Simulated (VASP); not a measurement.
# KMgF3 (Pm-3m) in VASP: further runs

Runs on KMgF3. Level: r2SCAN. Tasks: single point.

Program: VASP 6.6.1. These are calculated values, not measurements. Logs are shortened: lines on timing, memory, paths and dates and some standing lists are left out, and cuts for length are marked.

## 1. The cell of the first run

The structure is cubic, space group Pm-3m (No. 221). Conventional cell: a = 3.940 Å, b = 3.940 Å, c = 3.940 Å, α = 90.00°, β = 90.00°, γ = 90.00°. Within 3.7 Å of K (site symmetry m-3m) lie 12 F at 2.79 Å and 8 Mg at 3.41 Å. Within 2.6 Å of Mg (site symmetry m-3m) lie 6 F at 1.97 Å. F (site symmetry 4/mmm) has 2 Mg at 1.97 Å within 2.6 Å.

## 2. Single point, r2SCAN (volume changed by -3%)

POSCAR

```
KMgF3
1.0
    3.9400284140      0.0000000000      0.0000000000
    0.0000000000      3.9400284140      0.0000000000
    0.0000000000      0.0000000000      3.9400284140
K Mg F
1 1 3
Direct
    0.5000000000      0.5000000000      0.5000000000
    0.0000000000      0.0000000000      0.0000000000
    0.5000000000      0.0000000000      0.0000000000
    0.0000000000      0.5000000000      0.0000000000
    0.0000000000      0.0000000000      0.5000000000
```

INCAR.step1

```
SYSTEM = KMgF3
PREC = Accurate ; ENCUT = 520
ISMEAR = 0 ; SIGMA = 0.01
LREAL = .FALSE. ; LASPH = .TRUE.
NELM = 100 ; NBANDS = 24
GGA = PE ; ALGO = Normal
EDIFF = 1E-4 ; LWAVE = .TRUE.
LCHARG = .FALSE.
```

INCAR.step2

```
SYSTEM = KMgF3
PREC = Accurate ; ENCUT = 520
EDIFF = 1E-7 ; ISMEAR = 0
SIGMA = 0.01 ; LREAL = .FALSE.
LASPH = .TRUE. ; NELM = 100
ALGO = Normal ; ISIF = 2
LWAVE = .FALSE. ; LCHARG = .FALSE.
METAGGA = R2SCAN ; LMIXTAU = .TRUE.
NBANDS = 24 ; ISTART = 1
```

KPOINTS

```
regular mesh
0
G
  6 6 6
  0 0 0
```

Potentials or basis: VASP PAW PBE potentials, release 64 (K_sv, Mg, F).

Started as:

```console
> cat potpaw_PBE.64/K_sv/POTCAR potpaw_PBE.64/Mg/POTCAR potpaw_PBE.64/F/POTCAR > POTCAR
> cp INCAR.step1 INCAR
> mpirun -np 1 vasp_std > vasp.out
> cp INCAR.step2 INCAR
> mpirun -np 1 vasp_std > vasp.out
```

OUTCAR:

```text
SYSTEM = KMgF3
   PREC = Accurate
   ENCUT = 520
   EDIFF = 1E-7
   ISMEAR = 0
   LREAL = .FALSE.
   LASPH = .TRUE.
   NELM = 100
   ISIF = 2
   METAGGA = R2SCAN
   ISTART = 1

 ion  position               nearest neighbor table
   1  0.500  0.500  0.500-   3 2.79   4 2.79   5 2.79   3 2.79   4 2.79   3 2.79   5 2.79   3 2.79
                             4 2.79   5 2.79   4 2.79   5 2.79   2 3.41   2 3.41   2 3.41   2 3.41
   2  0.000  0.000  0.000-   3 1.97   4 1.97   5 1.97   5 1.97   4 1.97   3 1.97   1 3.41   1 3.41
                             1 3.41   1 3.41   1 3.41   1 3.41   1 3.41   1 3.41
   3  0.500  0.000  0.000-   2 1.97   2 1.97   1 2.79   1 2.79   1 2.79   1 2.79
   4  0.000  0.500  0.000-   2 1.97   2 1.97   1 2.79   1 2.79   1 2.79   1 2.79
   5  0.000  0.000  0.500-   2 1.97   2 1.97   1 2.79   1 2.79   1 2.79   1 2.79

  LATTYP: Found a simple cubic cell.
 ALAT       =     3.9400284140

  Lattice vectors:

 A1 = (   3.9400284140,   0.0000000000,   0.0000000000)
 A2 = (   0.0000000000,   3.9400284140,   0.0000000000)
 A3 = (   0.0000000000,   0.0000000000,   3.9400284140)

Analysis of symmetry for initial positions (statically):
=====================================================================
 Subroutine PRICEL returns:
 Original cell was already a primitive cell.

 Routine SETGRP: Setting up the symmetry group for a
 simple cubic supercell.

 Subroutine GETGRP returns: Found 48 space group operations
 (whereof 48 operations were pure point group operations)
 out of a pool of 48 trial point group operations.

The static configuration has the point symmetry O_h .

Analysis of symmetry for dynamics (positions and initial velocities):
=====================================================================
 Subroutine PRICEL returns:
 Original cell was already a primitive cell.

 Routine SETGRP: Setting up the symmetry group for a
 simple cubic supercell.

 Subroutine GETGRP returns: Found 48 space group operations
 (whereof 48 operations were pure point group operations)
 out of a pool of 48 trial point group operations.

The dynamic configuration has the point symmetry O_h .

 Subroutine INISYM returns: Found 48 space group operations
 (whereof 48 operations are pure point group operations),
 and found     1 'primitive' translations

----------------------------------------------------------------------------------------

                                     Primitive cell

  volume of cell :      61.1643

  direct lattice vectors                    reciprocal lattice vectors
     3.940028414  0.000000000  0.000000000     0.253805276  0.000000000  0.000000000
     0.000000000  3.940028414  0.000000000     0.000000000  0.253805276  0.000000000
     0.000000000  0.000000000  3.940028414     0.000000000  0.000000000  0.253805276

  length of vectors
     3.940028414  3.940028414  3.940028414     0.253805276  0.253805276  0.253805276

  position of ions in fractional coordinates (direct lattice)
     0.500000000  0.500000000  0.500000000
     0.000000000  0.000000000  0.000000000
     0.500000000  0.000000000  0.000000000
     0.000000000  0.500000000  0.000000000
     0.000000000  0.000000000  0.500000000

  ion indices of the primitive-cell ions
   primitive index   ion index
                 1           1
                 2           2
                 3           3
                 4           4
                 5           5

----------------------------------------------------------------------------------------

 KPOINTS: regular mesh

Automatic generation of k-mesh.
 Grid dimensions read from file:
 generate k-points for:    6    6    6

 Generating k-lattice:

  Cartesian coordinates                     Fractional coordinates (reciprocal lattice)
     0.042300879  0.000000000  0.000000000     0.166666667  0.000000000  0.000000000
     0.000000000  0.042300879  0.000000000     0.000000000  0.166666667  0.000000000
     0.000000000  0.000000000  0.042300879     0.000000000  0.000000000  0.166666667

  Length of vectors
     0.042300879  0.042300879  0.042300879

  Shift w.r.t. Gamma in fractional coordinates (k-lattice)
     0.000000000  0.000000000  0.000000000

 Subroutine IBZKPT returns following result:
 ===========================================

 Found     20 irreducible k-points:

 Following reciprocal coordinates:
            Coordinates               Weight
  0.000000  0.000000  0.000000      1.000000
  0.166667  0.000000  0.000000      6.000000
  0.333333  0.000000  0.000000      6.000000
  0.500000  0.000000  0.000000      3.000000
  0.166667  0.166667  0.000000     12.000000
  0.333333  0.166667  0.000000     24.000000
[... 12 lines left out ...]
  0.500000  0.500000  0.333333      6.000000
  0.500000  0.500000  0.500000      1.000000
   k-points           NKPTS =     20   k-points in BZ     NKDIM =     20   number of bands    NBANDS=     24
   number of dos      NEDOS =    301   number of ions     NIONS =      5
   total plane-waves  NPLWV =  27000
   dimension x,y,z NGX =    30 NGY =   30 NGZ =   30
   dimension x,y,z NGXF=    60 NGYF=   60 NGZF=   60
   ions per type =               1   1   3
   NGX,Y,Z   is equivalent  to a cutoff of  12.66, 12.66, 12.66 a.u.
   NGXF,Y,Z  is equivalent  to a cutoff of  25.32, 25.32, 25.32 a.u.
 SYSTEM =  KMgF3
   PREC   = accura    normal or accurate (medium, high low for compatibility)
   ISTART =      1    job   : 0-new  1-cont  2-samecut
   ICHARG =      0    charge: 1-file 2-atom 10-const
   ISPIN  =      1    spin polarized calculation?
   LNONCOLLINEAR =      F non collinear calculations
   LSORBIT =      F    spin-orbit coupling
   LASPH  =      T    aspherical Exc in radial PAW
   ENCUT  =  520.0 eV  38.22 Ry    6.18 a.u.   7.33  7.33  7.33*2*pi/ulx,y,z
   NELM   =    100;   NELMIN=  2; NELMDL=  0     # of ELM steps
   EDIFF  = 0.1E-06   stopping-criterion for ELM
   LREAL  =      F    real-space projection
   EDIFFG = 0.1E-05   stopping-criterion for IOM
   NSW    =      0    number of steps for IOM
   IBRION =     -1    ionic relax: 0-MD 1-quasi-New 2-CG
   NFREE  =      0    steps in history (QN), initial steepest desc. (CG)
   ISIF   =      2    stress and relaxation
   ISYM   =      2    0-nonsym 1-usesym 2-fastsym
   POTIM  = 0.5000    time-step for ionic-motion
   TEBEG  =    0.0;   TEEND  =   0.0 temperature during run
   PSTRESS=    0.0 pullay stress
   NELECT =      32.0000    total number of electrons
   NUPDOWN=      -1.0000    fix difference up-down
   EMIN   =  10.00;   EMAX   =-10.00  energy-range for DOS
   EFERMI =   0.00;   METHOD = LEGACY
   ISMEAR =     0;   SIGMA  =   0.01  broadening in eV -4-tet -1-fermi 0-gaus
   EFERMI_NEDOS =   21; number of points for ismear=-14 and -15
   IALGO  =     38    algorithm
   IMIX   =      4    mixing-type and parameters
     AMIX     =   0.40;   BMIX     =  1.00
     AMIX_MAG =   1.60;   BMIX_MAG =  1.00
  volume/ion in A,a.u.               =      12.23        82.55
  Fermi-wavevector in a.u.,A,eV,Ry     =   1.319144  2.492820 23.676047  1.740140
  Thomas-Fermi vector in A             =   2.449063
   LORBIT       =      0    0 simple, 1 ext, 2 COOP (PROOUT), +10 PAW based schemes
   METAGGA = R2SCAN    functional components
   LHFCALC =     F    Hartree Fock is set to
   AEXX    =    0.0000 exact exchange contribution
   IVDW    =     0    specifies the selected vdW correction
   LEPSILON=     F    determine dielectric tensor
   LRPA    =     F    only Hartree local field effects (RPA)
 non-spin polarized calculation
 Gauss-broadening in eV      SIGMA  =   0.01
  energy-cutoff  :      520.00
  volume of cell :       61.16
 maximum number of plane-waves:      1664
 NGX is ok and might be reduce to    30
   NGX = 15   NGY = 15   NGZ = 15

 number of electron      31.9999967 magnetization

 Free energy of the ion-electron system (eV)
  ---------------------------------------------------
  ext. energy  EPLUGINS =         0.00000000
  ---------------------------------------------------
  free energy    TOTEN  =       -37.40381466 eV

  energy without entropy =      -37.40381466  energy(sigma->0) =      -37.40381466

 E-fermi :  -1.9604     XC(G=0): -10.3923

 val. band max:       -2.0398595234   @ k =   0.5000   0.5000   0.5000
 cond. band min:       6.4882159530   @ k =   0.0000   0.0000   0.0000
 fundamental gap:      8.5280754763
 Fermi energy:        -1.9604432480

 k-point     1 :       0.0000    0.0000    0.0000
  band No.  band energies     occupation
      1     -28.5710      2.00000
      2     -23.3733      2.00000
      3     -22.6970      2.00000
      4     -22.6970      2.00000
      5     -11.3026      2.00000
      6     -11.3026      2.00000
[... 16 lines left out ...]
     23      13.6210      0.00000
     24      16.6146      0.00000

 k-point     2 :       0.1667    0.0000    0.0000
  band No.  band energies     occupation
      1     -28.5622      2.00000
      2     -23.3431      2.00000
      3     -22.7360      2.00000
      4     -22.6951      2.00000
      5     -11.2964      2.00000
      6     -11.2869      2.00000
[... 16 lines left out ...]
     23      13.6061      0.00000
     24      16.4288      0.00000

 k-point     3 :       0.3333    0.0000    0.0000
  band No.  band energies     occupation
      1     -28.5443      2.00000
      2     -23.2702      2.00000
      3     -22.8258      2.00000
      4     -22.6910      2.00000
      5     -11.2842      2.00000
      6     -11.2548      2.00000
[... 16 lines left out ...]
     23      13.4193      0.00000
     24      15.8730      0.00000

 k-point     4 :       0.5000    0.0000    0.0000
  band No.  band energies     occupation
      1     -28.5354      2.00000
      2     -23.2214      2.00000
      3     -22.8831      2.00000
      4     -22.6886      2.00000
      5     -11.2781      2.00000
      6     -11.2386      2.00000
[... 16 lines left out ...]
     23      13.6390      0.00000
     24      14.9005      0.00000

 k-point     5 :       0.1667    0.1667    0.0000
  band No.  band energies     occupation
      1     -28.5540      2.00000
      2     -23.3113      2.00000
      3     -22.7513      2.00000
      4     -22.7140      2.00000
      5     -11.3198      2.00000
      6     -11.2716      2.00000
[... 16 lines left out ...]
     23      13.6367      0.00000
     24      15.7891      0.00000

 k-point     6 :       0.3333    0.1667    0.0000
  band No.  band energies     occupation
      1     -28.5376      2.00000
      2     -23.2332      2.00000
      3     -22.8309      2.00000
      4     -22.7177      2.00000
      5     -11.3205      2.00000
      6     -11.2597      2.00000
[... 16 lines left out ...]
     23      13.5388      0.00000
     24      15.2330      0.00000
[... 271 lines left out ...]
 k-point    17 :       0.3333    0.3333    0.3333
  band No.  band energies     occupation
      1     -28.5089      2.00000
      2     -23.0373      2.00000
      3     -22.8429      2.00000
      4     -22.8429      2.00000
      5     -11.4217      2.00000
      6     -11.4217      2.00000
[... 16 lines left out ...]
     23      14.4585      0.00000
     24      15.3133      0.00000

 k-point    18 :       0.5000    0.3333    0.3333
  band No.  band energies     occupation
      1     -28.5039      2.00000
      2     -22.9735      2.00000
      3     -22.8947      2.00000
      4     -22.8385      2.00000
      5     -11.4475      2.00000
      6     -11.4425      2.00000
[... 16 lines left out ...]
     23      13.7278      0.00000
     24      15.0601      0.00000

 k-point    19 :       0.5000    0.5000    0.3333
  band No.  band energies     occupation
      1     -28.4994      2.00000
      2     -22.9014      2.00000
      3     -22.8923      2.00000
      4     -22.8923      2.00000
      5     -11.4777      2.00000
      6     -11.4777      2.00000
[... 16 lines left out ...]
     23      14.1318      0.00000
     24      14.1318      0.00000

 k-point    20 :       0.5000    0.5000    0.5000
  band No.  band energies     occupation
      1     -28.4956      2.00000
      2     -22.8870      2.00000
      3     -22.8870      2.00000
      4     -22.8870      2.00000
      5     -11.5095      2.00000
      6     -11.5095      2.00000
[... 16 lines left out ...]
     23      14.5570      0.00000
     24      14.5570      0.00000

------------------------ aborting loop because EDIFF is reached ----------------------------------------

  FORCE on cell =-STRESS in cart. coord.  units (eV):
  Direction    XX          YY          ZZ          XY          YZ          ZX
  --------------------------------------------------------------------------------------
  -------------------------------------------------------------------------------------
  Total        0.7507518      0.7507518      0.7507518     -0.0000000      0.0000000     -0.0000000
  in kB       19.6656759     19.6656759     19.6656759     -0.0000000      0.0000000     -0.0000000
  external PRESSURE =      19.6656759 kB  Pullay stress =       0.0000000 kB

 VOLUME and BASIS-vectors are now :
 -----------------------------------------------------------------------------
  energy-cutoff  :      520.00
  volume of cell :       61.16
      direct lattice vectors                 reciprocal lattice vectors
     3.940028414  0.000000000  0.000000000     0.253805276  0.000000000  0.000000000
     0.000000000  3.940028414  0.000000000     0.000000000  0.253805276  0.000000000
     0.000000000  0.000000000  3.940028414     0.000000000  0.000000000  0.253805276

 POSITION                                       TOTAL-FORCE (eV/Angst)
 -----------------------------------------------------------------------------------
      1.97001      1.97001      1.97001         0.000000      0.000000      0.000000
      0.00000      0.00000      0.00000         0.000000      0.000000      0.000000
      1.97001      0.00000      0.00000         0.000000      0.000000      0.000000
      0.00000      1.97001      0.00000         0.000000      0.000000      0.000000
      0.00000      0.00000      1.97001         0.000000      0.000000      0.000000
 -----------------------------------------------------------------------------------
    total drift:                                0.000000     -0.000000      0.000000

  FREE ENERGIE OF THE ION-ELECTRON SYSTEM (eV)
  ---------------------------------------------------
  free  energy   TOTEN  =       -37.4038146644 eV

  energy  without entropy=      -37.4038146644  energy(sigma->0) =      -37.40381466
```

Wall time 4.3 min (1 thread of AMD EPYC 7R13, shared host); peak memory 0.16 GiB.

Results:

```yaml
Free_energy: -37.4038 eV
Pressure: 2.0 GPa
Band_gap_on_the_k_mesh: 8.53 eV, indirect (least direct gap 8.85 eV)
```

Caveat: the cell differs from its parent crystal (volume changed by -3%); the PAW data sets were made with another functional, which shifts forces and pressure a little.

## 3. Single point, r2SCAN

This run uses another cell than the first one, of 12.61 Å³/atom, 1.031 times its volume.

POSCAR: that of step 2 with these lines changed.

```diff
@@ -2,5 +2,5 @@
 1.0
-    3.9400284140      0.0000000000      0.0000000000
-    0.0000000000      3.9400284140      0.0000000000
-    0.0000000000      0.0000000000      3.9400284140
+    3.9802355626      0.0000000000      0.0000000000
+    0.0000000000      3.9802355626      0.0000000000
+    0.0000000000      0.0000000000      3.9802355626
 K Mg F
```

INCAR.step1

```
SYSTEM = KMgF3
ALGO = Normal ; EDIFF = 1E-4
ENCUT = 520 ; GGA = PE
ISMEAR = 0 ; LASPH = .True.
LCHARG = .False. ; LREAL = .False.
LWAVE = .True. ; NBANDS = 24
NELM = 80 ; PREC = Accurate
SIGMA = 0.01
```

INCAR.step2

```
SYSTEM = KMgF3
ALGO = Normal ; EDIFF = 1E-6
ENCUT = 520 ; ISIF = 2
ISMEAR = 0 ; ISTART = 1
LASPH = .True. ; LCHARG = .False.
LMIXTAU = .True. ; LREAL = .False.
LWAVE = .False. ; METAGGA = R2SCAN
NBANDS = 24 ; NELM = 80
PREC = Accurate ; SIGMA = 0.01
```

KPOINTS

```
k-points
0
Gamma
  6 6 6
  0 0 0
```

Potentials or basis: VASP PAW PBE potentials, release 64 (K_sv, Mg, F).

Started as:

```console
> cat potpaw_PBE.64/K_sv/POTCAR potpaw_PBE.64/Mg/POTCAR potpaw_PBE.64/F/POTCAR > POTCAR
> cp INCAR.step1 INCAR
> mpirun -np 1 vasp_std > vasp.out
> cp INCAR.step2 INCAR
> mpirun -np 1 vasp_std > vasp.out
```

It took 3.9 min on 1 thread of AMD EPYC 7R13, shared host; peak memory 0.16 GiB.

The run converged. Its results:

| Item | Value |
| --- | --- |
| Free energy | -37.4157 eV |
| Pressure | -0.6 GPa |
| Band gap on the k mesh | 8.28 eV, indirect (least direct gap 8.60 eV) |

Levels at points of the mesh, in eV from the valence-band top:
| k point | band 14 | band 15 | band 16 | band 17 | band 18 | band 19 |
| --- | --- | --- | --- | --- | --- | --- |
| (0.00, 0.00, 0.00) | -0.32 | -0.32 | -0.32 | 8.28 | 10.84 | 10.84 |
| (0.50, 0.00, 0.00) | -0.87 | -0.53 | -0.53 | 11.04 | 11.52 | 11.91 |
| (0.50, 0.50, 0.00) | -0.90 | -0.90 | -0.02 | 11.90 | 12.57 | 13.70 |
| (0.50, 0.50, 0.50) | 0.00 | 0.00 | 0.00 | 11.39 | 11.39 | 11.39 |

Caveat: the PAW data sets were made with another functional, which shifts forces and pressure a little.

(Continued in part 2 of 3.)
